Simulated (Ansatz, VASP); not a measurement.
# SbPb: VASP beside Ansatz

```
Sb Pb
1.0
     0.00000    3.15682    2.91375
     3.15682    0.00000    2.91375
     3.15682    3.15682    0.00000
Sb Pb
1 1
Direct
  0.50000 0.50000 0.50000
  0.00000 0.00000 0.00000
```

Alike in both runs: task single point; functional LDA; k mesh 14 × 14 × 14; occupations gaussian, width 0.15 eV; no spin polarisation.

|  | VASP | Ansatz |
| --- | --- | --- |
| version | VASP 6.6.1 | Ansatz 0.2.0 |
| potentials or method | VASP PAW LDA potentials, release 64 (Sb, Pb_d), cutoff 520 eV | scalar-relativistic, plane waves, PAW |
| valence electrons in the cell | 19 | 29 |

|  | VASP | Ansatz | Ansatz less VASP |
| --- | --- | --- | --- |
| gap on the k mesh at the Fermi level (eV) | none | none | - |
| pressure (GPa) | 2.5 | 2.4 | -0.09 |
| traceless stress, the component that is largest in VASP (GPa) | 7.38 | 7.33 | -0.056 |

LDA's correlation is that of Perdew and Zunger in VASP and of Perdew and Wang (1992) in Ansatz. A gap of «none» marks a metal or a gap that the smearing closes. VASP's potentials hold 19 valence electrons a cell and Ansatz's 29, so a difference there can come from the potentials and not from the codes.

Spin-orbit coupling is off throughout.
